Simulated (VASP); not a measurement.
# FeO (R-3m) in VASP: single point with r2SCAN

Aim: the single point of FeO with r2SCAN.

Program: VASP 6.6.1. These are calculated values, not measurements. Logs are shortened: lines on timing, memory, paths and dates and some standing lists are left out, and cuts for length are marked.

### Step 1. The cell of the first run

It takes space group R-3m (No. 166, trigonal). The conventional cell has a = 3.035 Å, b = 3.035 Å, c = 7.547 Å, α = 90.00°, β = 90.00°, γ = 120.00°. Within 2.9 Å of Fe (site symmetry -3m) lie 6 O at 2.16 Å. Within 2.9 Å of O (site symmetry -3m) lie 6 Fe at 2.16 Å.

### Step 2. Single point, r2SCAN, collinear spin, ferromagnetic start

Input file POSCAR:

```
FeO
1.0
    3.0353627500      1.7524675000      5.0315867100
   -1.5176813800      0.8762337500      2.5157933600
    0.0000000000     -1.7524675000      2.5157933600
Fe O
2 2
Direct
    0.0000000000      0.0000000000      0.0000000000
    0.5000000000      0.0000000000      0.0000000000
    0.2500000000      0.5000000000      0.5000000000
    0.7500000000      0.5000000000      0.5000000000
```

Input file INCAR.step1:

```
PREC     = Accurate       # precision mode
ENCUT    = 660            # plane-wave cutoff, eV
ISMEAR   = -1             # smearing method
SIGMA    = 0.05           # smearing width, eV
LREAL    = F              # projectors in reciprocal space
LASPH    = T              # aspherical terms in the spheres
NELM     = 200            # most SCF steps
ISPIN    = 2              # spin polarisation
MAGMOM   = 4 4 0 0        # initial moments
LMAXMIX  = 4              # l up to which the mixer works
NBANDS   = 26             # bands
ISYM     = 0            
GGA      = PE             # functional
ALGO     = Normal         # electronic algorithm
EDIFF    = 1E-5           # SCF threshold, eV
LWAVE    = T              # write WAVECAR
LCHARG   = F              # write CHGCAR
GGA_COMPAT= F
```

Input file INCAR.step2:

```
PREC     = Accurate       # precision mode
ENCUT    = 660            # plane-wave cutoff, eV
EDIFF    = 1E-6           # SCF threshold, eV
ISMEAR   = -1             # smearing method
SIGMA    = 0.05           # smearing width, eV
LREAL    = F              # projectors in reciprocal space
LASPH    = T              # aspherical terms in the spheres
NELM     = 200            # most SCF steps
ALGO     = Normal         # electronic algorithm
ISIF     = 2              # what is computed and relaxed
LWAVE    = F              # write WAVECAR
LCHARG   = F              # write CHGCAR
ISPIN    = 2              # spin polarisation
MAGMOM   = 4 4 0 0        # initial moments
LORBIT   = 11             # projections on sites
LMAXMIX  = 4              # l up to which the mixer works
METAGGA  = R2SCAN         # meta-GGA
LMIXTAU  = T            
NBANDS   = 26             # bands
ISYM     = 0            
ISTART   = 1            
GGA_COMPAT= F
```

Input file KPOINTS:

```
regular mesh
0
Gamma
  4 8 8
```

Potentials or basis: VASP PAW PBE potentials, release 64 (Fe, O).

The run is started by

```
$ cat potpaw_PBE.64/Fe/POTCAR potpaw_PBE.64/O/POTCAR > POTCAR
$ cp INCAR.step1 INCAR
$ mpirun -np 1 vasp_std > vasp.out
$ cp INCAR.step2 INCAR
$ mpirun -np 1 vasp_std > vasp.out
```

OUTCAR:

```text
PREC = Accurate
   ENCUT = 660
   EDIFF = 1E-6
   ISMEAR = -1
   LREAL = F
   LASPH = T
   NELM = 200
   ISIF = 2
   ISPIN = 2
   LORBIT = 11
   METAGGA = R2SCAN
   ISYM = 0
   ISTART = 1

 ion  position               nearest neighbor table
   1  0.000  0.000  0.000-   3 2.16   4 2.16   3 2.16   4 2.16   4 2.16   3 2.16   2 3.04   2 3.04
                             2 3.04   2 3.04   2 3.07   2 3.07
   2  0.500  0.000  0.000-   4 2.16   3 2.16   3 2.16   4 2.16   3 2.16   4 2.16   1 3.04   1 3.04
                             1 3.04   1 3.04   1 3.07   1 3.07
   3  0.250  0.500  0.500-   2 2.16   1 2.16   1 2.16   2 2.16   1 2.16   2 2.16
   4  0.750  0.500  0.500-   1 2.16   2 2.16   1 2.16   2 2.16   2 2.16   1 2.16

IMPORTANT INFORMATION: All symmetrisations will be switched off!
NOSYMM: (Re-)initialisation of all symmetry stuff for point group C_1.

----------------------------------------------------------------------------------------

                                     Primitive cell

  volume of cell :      40.1473

  direct lattice vectors                    reciprocal lattice vectors
     3.035362750  1.752467500  5.031586710     0.164724957  0.095103999  0.066248154
    -1.517681380  0.876233750  2.515793360    -0.329449914  0.190207997  0.132496308
     0.000000000 -1.752467500  2.515793360     0.000000000 -0.380415994  0.132496309

  length of vectors
     6.132000830  3.066000422  3.066000419     0.201414747  0.402829492  0.402829493

  position of ions in fractional coordinates (direct lattice)
     0.000000000  0.000000000  0.000000000
     0.500000000  0.000000000  0.000000000
     0.250000000  0.500000000  0.500000000
     0.750000000  0.500000000  0.500000000

  ion indices of the primitive-cell ions
   primitive index   ion index
                 1           1
                 2           2
                 3           3
                 4           4

----------------------------------------------------------------------------------------

 KPOINTS: regular mesh

Automatic generation of k-mesh.
 Grid dimensions read from file:
 generate k-points for:    4    8    8

 Generating k-lattice:

  Cartesian coordinates                     Fractional coordinates (reciprocal lattice)
     0.041181239  0.023776000  0.016562039     0.250000000 -0.000000000  0.000000000
    -0.041181239  0.023776000  0.016562039     0.000000000  0.125000000  0.000000000
     0.000000000 -0.047551999  0.016562039     0.000000000  0.000000000  0.125000000

  Length of vectors
     0.050353687  0.050353687  0.050353687

  Shift w.r.t. Gamma in fractional coordinates (k-lattice)
     0.000000000  0.000000000  0.000000000

 -----------------------------------------------------------------------------
|                                                                             |
|           W    W    AA    RRRRR   N    N  II  N    N   GGGG   !!!           |
|           W    W   A  A   R    R  NN   N  II  NN   N  G    G  !!!           |
|           W    W  A    A  R    R  N N  N  II  N N  N  G       !!!           |
|           W WW W  AAAAAA  RRRRR   N  N N  II  N  N N  G  GGG   !            |
|           WW  WW  A    A  R   R   N   NN  II  N   NN  G    G                |
|           W    W  A    A  R    R  N    N  II  N    N   GGGG   !!!           |
|                                                                             |
|     Your reciprocal lattice and k-lattice belong to different lattice       |
|     classes:                                                                |
|                                                                             |
|        The reciprocal lattice is base-centered monoclinic,                  |
|        whereas your k-lattice is rhombohedral (trigonal).                   |
|                                                                             |
|     Results are often still useful ...                                      |
|                                                                             |
 -----------------------------------------------------------------------------

 Subroutine IBZKPT returns following result:
 ===========================================

 Found    132 irreducible k-points:

 Following reciprocal coordinates:
            Coordinates               Weight
  0.000000  0.000000  0.000000      1.000000
  0.250000  0.000000 -0.000000      2.000000
  0.500000  0.000000 -0.000000      1.000000
  0.000000  0.125000 -0.000000      2.000000
  0.000000  0.000000 -0.125000      2.000000
  0.250000  0.125000 -0.000000      2.000000
[... 16 lines left out ...]
 -0.250000  0.000000 -0.375000      2.000000
  0.500000  0.375000 -0.000000      2.000000
 [... further k-points ...]
   k-points           NKPTS =    132   k-points in BZ     NKDIM =    132   number of bands    NBANDS=     26
   number of dos      NEDOS =    301   number of ions     NIONS =      4
   total plane-waves  NPLWV =  42336
   dimension x,y,z NGX =    54 NGY =   28 NGZ =   28
   dimension x,y,z NGXF=   108 NGYF=   56 NGZF=   56
   ions per type =               2   2
   NGX,Y,Z   is equivalent  to a cutoff of  14.64, 15.18, 15.18 a.u.
   NGXF,Y,Z  is equivalent  to a cutoff of  29.28, 30.36, 30.36 a.u.
 SYSTEM =  unknown system
   PREC   = accura    normal or accurate (medium, high low for compatibility)
   ISTART =      1    job   : 0-new  1-cont  2-samecut
   ICHARG =      0    charge: 1-file 2-atom 10-const
   ISPIN  =      2    spin polarized calculation?
   LNONCOLLINEAR =      F non collinear calculations
   LSORBIT =      F    spin-orbit coupling
   LASPH  =      T    aspherical Exc in radial PAW
   ENCUT  =  660.0 eV  48.51 Ry    6.96 a.u.  12.84  6.42  6.42*2*pi/ulx,y,z
   NELM   =    200;   NELMIN=  2; NELMDL=  0     # of ELM steps
   EDIFF  = 0.1E-05   stopping-criterion for ELM
   LREAL  =      F    real-space projection
   EDIFFG = 0.1E-04   stopping-criterion for IOM
   NSW    =      0    number of steps for IOM
   IBRION =     -1    ionic relax: 0-MD 1-quasi-New 2-CG
   NFREE  =      0    steps in history (QN), initial steepest desc. (CG)
   ISIF   =      2    stress and relaxation
   ISYM   =      0    0-nonsym 1-usesym 2-fastsym
   POTIM  = 0.5000    time-step for ionic-motion
   TEBEG  =    0.0;   TEEND  =   0.0 temperature during run
   PSTRESS=    0.0 pullay stress
   NELECT =      28.0000    total number of electrons
   NUPDOWN=      -1.0000    fix difference up-down
   EMIN   =  10.00;   EMAX   =-10.00  energy-range for DOS
   EFERMI =   0.00;   METHOD = LEGACY
   ISMEAR =    -1;   SIGMA  =   0.05  broadening in eV -4-tet -1-fermi 0-gaus
   EFERMI_NEDOS =   21; number of points for ismear=-14 and -15
   IALGO  =     38    algorithm
   IMIX   =      4    mixing-type and parameters
     AMIX     =   0.40;   BMIX     =  1.00
     AMIX_MAG =   1.60;   BMIX_MAG =  1.00
  volume/ion in A,a.u.               =      10.04        67.73
  Fermi-wavevector in a.u.,A,eV,Ry     =   1.451806  2.743515 28.677551  2.107741
  Thomas-Fermi vector in A             =   2.569261
   LORBIT       =     11    0 simple, 1 ext, 2 COOP (PROOUT), +10 PAW based schemes
   METAGGA = R2SCAN    functional components
   LHFCALC =     F    Hartree Fock is set to
   AEXX    =    0.0000 exact exchange contribution
   IVDW    =     0    specifies the selected vdW correction
   LEPSILON=     F    determine dielectric tensor
   LRPA    =     F    only Hartree local field effects (RPA)
 spin polarized calculation
  energy-cutoff  :      660.00
  volume of cell :       40.15
 maximum number of plane-waves:      1564
 NGX is ok and might be reduce to    54
   NGX = 25   NGY = 13   NGZ = 13

 number of electron      27.9999999 magnetization       8.0058623

 Free energy of the ion-electron system (eV)
  ---------------------------------------------------
  ext. energy  EPLUGINS =         0.00000000
  ---------------------------------------------------
  free energy    TOTEN  =       -45.63736677 eV

  energy without entropy =      -45.61209741  energy(sigma->0) =      -45.62473209

 E-fermi :   6.5420     XC(G=0): -12.7609

 val. band max:        6.5373385832   @ k =   0.2500  -0.2500   0.3750
 cond. band min:       6.5624497240   @ k =   0.2500   0.2500   0.0000
 fundamental gap:      0.0251111408
 Fermi energy:         6.5420046827

 spin component 1

 k-point     1 :       0.0000    0.0000    0.0000
  band No.  band energies     occupation
      1     -15.7675      1.00000
      2     -14.6543      1.00000
      3      -2.9012      1.00000
      4      -1.0943      1.00000
      5      -1.0074      1.00000
      6       1.6340      1.00000
[... 18 lines left out ...]
     25      23.3473      0.00000
     26      23.7377      0.00000
[... 644 lines left out ...]
      4      -1.8247      1.00000
      5      -0.9844      1.00000
      6      -0.8432      1.00000
[... 18 lines left out ...]
     25      20.2595      0.00000
     26      20.9855      0.00000

 [... further k-points ...]

 spin component 2

 k-point     1 :       0.0000    0.0000    0.0000
  band No.  band energies     occupation
      1     -15.2267      1.00000
      2     -14.0474      1.00000
      3      -2.0768      1.00000
      4       0.7912      1.00000
      5       0.8952      1.00000
      6       2.6263      1.00000
[... 18 lines left out ...]
     25      24.5232      0.00000
     26      24.9137      0.00000
[... 644 lines left out ...]
      4      -0.8475      1.00000
      5       0.0888      1.00000
      6       0.8926      1.00000
[... 18 lines left out ...]
     25      21.5286      0.00000
     26      22.1927      0.00000

 [... further k-points ...]

------------------------ aborting loop because EDIFF is reached ----------------------------------------

  FORCE on cell =-STRESS in cart. coord.  units (eV):
  Direction    XX          YY          ZZ          XY          YZ          ZX
  --------------------------------------------------------------------------------------
  -------------------------------------------------------------------------------------
  Total       -1.5613691     -1.5614491     -1.8788675      0.0000669      0.0000877      0.0001492
  in kB      -62.3102303    -62.3134265    -74.9807771      0.0026679      0.0034983      0.0059547
  external PRESSURE =     -66.5348113 kB  Pullay stress =       0.0000000 kB

 VOLUME and BASIS-vectors are now :
 -----------------------------------------------------------------------------
  energy-cutoff  :      660.00
  volume of cell :       40.15
      direct lattice vectors                 reciprocal lattice vectors
     3.035362750  1.752467500  5.031586710     0.164724957  0.095103999  0.066248154
    -1.517681380  0.876233750  2.515793360    -0.329449914  0.190207997  0.132496308
     0.000000000 -1.752467500  2.515793360     0.000000000 -0.380415994  0.132496309

 POSITION                                       TOTAL-FORCE (eV/Angst)
 -----------------------------------------------------------------------------------
      0.00000      0.00000      0.00000        -0.000000      0.000000     -0.000000
      1.51768      0.87623      2.51579         0.000000     -0.000000     -0.000000
     -0.00000      0.00000      3.77369        -0.000043     -0.000024     -0.000007
      1.51768      0.87623      6.28948         0.000043      0.000024      0.000007
 -----------------------------------------------------------------------------------
    total drift:                                0.000000     -0.000000     -0.000000

  FREE ENERGIE OF THE ION-ELECTRON SYSTEM (eV)
  ---------------------------------------------------
  free  energy   TOTEN  =       -45.6373667652 eV

  energy  without entropy=      -45.6120974059  energy(sigma->0) =      -45.62473209

 total charge

# of ion       s       p       d       tot
------------------------------------------
    1        0.279   0.358   6.062   6.700
    2        0.279   0.358   6.062   6.700
    3        1.553   3.481   0.000   5.034
    4        1.553   3.481   0.000   5.034
--------------------------------------------------
tot          3.664   7.679  12.125  23.468

 magnetization (x)

# of ion       s       p       d       tot
------------------------------------------
    1        0.029   0.017   3.639   3.685
    2        0.029   0.017   3.639   3.685
    3        0.031   0.248   0.000   0.279
    4        0.031   0.248   0.000   0.279
--------------------------------------------------
tot          0.119   0.530   7.279   7.928
```

It took 74 min on 1 thread of Intel Xeon 8259CL, shared host; peak memory 0.45 GiB.

What came out:

```
Free energy                                           : -45.6374 eV
Pressure                                              : -6.7 GPa
Band gap on the k mesh                                : zero (filled and empty bands overlap)
Net moment                                            : 8.01 μB per cell
Site moments                                          : Fe +3.69; O +0.28 μB
Valence electrons inside the program's atomic spheres : Fe 6.70; O 5.03
```

Caveat: the cell stands under tension; the PAW data sets were made with another functional, which shifts forces and pressure a little; semilocal functionals often make such compounds metallic where correlation or magnetic order opens a gap, which also shifts bond lengths; only a ferromagnetic start was run, and an antiferromagnetic order may lie lower in energy. With open d or f shells a metallic result of r2SCAN can be an artefact of self-interaction; +U or a hybrid may open a gap.
